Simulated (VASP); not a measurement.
Input of a VASP 6.6.1 run:

POSCAR

```
TePb
1.0
    2.3105766187      1.3340120312      3.7765328392
   -2.3105766187      1.3340120312      3.7765328392
    0.0000000000     -2.6680240671      3.7765328375
Pb Te
1 1
Direct
    1.0081646271      1.0081646271      1.0081646271
    0.5128353729      0.5128353729      0.5128353729
```

File INCAR.step1:

```
SYSTEM = TePb
ALGO = Normal
EDIFF = 1E-4
ENCUT = 520
GGA = PE
ISMEAR = -1
LASPH = .True.
LCHARG = .False.
LREAL = .False.
LWAVE = .True.
NBANDS = 17
NELM = 80
PREC = Accurate
SIGMA = 0.02
```

Contents of INCAR.step2:

```
SYSTEM = TePb
ALGO = Normal
EDIFF = 1E-6
ENCUT = 520
ISIF = 2
ISMEAR = -1
ISTART = 1
LASPH = .True.
LCHARG = .False.
LMIXTAU = .True.
LREAL = .False.
LWAVE = .False.
METAGGA = R2SCAN
NBANDS = 17
NELM = 80
PREC = Accurate
SIGMA = 0.02
```

The input KPOINTS:

```
k-points
0
Gamma
  6 6 6
  0 0 0
```

Potentials or basis: VASP PAW PBE potentials, release 64 (Pb_d, Te).

Command:

```sh
$ cat potpaw_PBE.64/Pb_d/POTCAR potpaw_PBE.64/Te/POTCAR > POTCAR
$ cp INCAR.step1 INCAR
$ mpirun -np 1 vasp_std > vasp.out
$ cp INCAR.step2 INCAR
$ mpirun -np 1 vasp_std > vasp.out
```

Task: Predict the band gap on the k mesh.

Result: 1.10 eV.

Task: What does it give for the pressure?

Result: 0.0 GPa.

Caveat: the PAW data sets were made with another functional, which shifts forces and pressure a little; spin-orbit coupling is left out, which moves the levels of the heavy elements. A k mesh can miss the band edges.
